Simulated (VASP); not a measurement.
## Ru: single point with LDA

Ru:

```
Ru
1.0
     2.67598    0.00000    0.00000
    -1.33799    2.31747    0.00000
     0.00000    0.00000    4.22629
Ru
2
Cartesian
  0.0000 1.5450 1.0566
  1.3380 0.7725 3.1697
```

```
Program                : VASP 6.6.1
Task                   : single point
Functional             : LDA
Potentials or basis    : VASP PAW LDA potentials, release 64 (Ru_sv)
Cutoff                 : 600 eV
k mesh                 : 15 × 15 × 8
Occupations            : fermi-dirac, width 0.15 eV
Spin                   : no spin polarisation
Dipole correction      : no
Second run             : valence_matched
Further INCAR settings : ALGO = Normal; EDIFF = 1e-06; NBANDS = 23
```

The pressure is 0.6 GPa. The band gap on the k mesh is zero (band 16 reaches 17.36 eV, above the bottom of band 17 at 14.08 eV).

Levels at points of the mesh, in eV from the Fermi level:
```tsv
k point	band 14	band 15	band 16	band 17	band 18	band 19
(0.00, 0.00, 0.00)	-2.05	-2.05	-1.50	-1.50	1.24	1.24
(0.00, 0.00, 0.50)	-2.95	-2.85	-2.85	0.57	0.57	0.57
```

Run time: 47 s on 1 thread of Intel(R) Xeon(R) Platinum 8259CL CPU @ 2.50GHz (Skylake/Cascade Lake), with other jobs on the host, peak memory 0.19 GiB.
